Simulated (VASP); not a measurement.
A run of VASP 6.6.1:

The input INCAR:

```
ALGO = Normal ; EDIFF = 1E-6
ENCUT = 750 ; GGA = PE
GGA_COMPAT = F ; ISIF = 2
ISMEAR = -1 ; ISPIN = 2
KPAR = 4 ; LASPH = T
LCHARG = F ; LMAXMIX = 4
LORBIT = 11 ; LREAL = F
LWAVE = F ; MAGMOM = 3 0 0 0 0 0 0
NBANDS = 28 ; NELM = 200
PREC = Accurate ; SIGMA = 0.05
```

Contents of KPOINTS:

```
k-points
0
Gamma
  9 9 9
```

File POSCAR:

```
Li4FeN2
1.0
   -1.8032640000      3.1626220000      4.0741340000
    1.8032640000     -3.1626220000      4.0741340000
    1.8032640000      3.1626220000     -4.0741340000
Fe N Li
1 2 4
Direct
   -0.0025120000     -0.0109440000     -0.0069530000
    0.2211740000      0.2269310000      0.0044520000
    0.7812650000      0.7767030000     -0.0023060000
    0.9237040000      0.2412630000      0.6569380000
    0.0850460000      0.7530240000      0.3363830000
    0.4145870000      0.7562180000      0.6751870000
    0.5788110000      0.2359340000      0.3297100000
```

Potentials or basis: VASP PAW PBE potentials, release 64 (Fe, N, Li_sv).

Launch:

```sh
$ cat potpaw_PBE.64/Fe/POTCAR potpaw_PBE.64/N/POTCAR potpaw_PBE.64/Li_sv/POTCAR > POTCAR
$ mpirun -np 4 vasp_std > vasp.out
```

Hardware: 4 MPI ranks on Intel(R) Xeon(R) 6975P-C (Granite Rapids), with other jobs on the host.

Q: Estimate the wall time of this run.

A: Run time: 17 min on 4 MPI ranks on Intel(R) Xeon(R) 6975P-C (Granite Rapids) (shared host), peak memory 2.2 GiB a rank. Counts: scf iterations 26, k points 365.
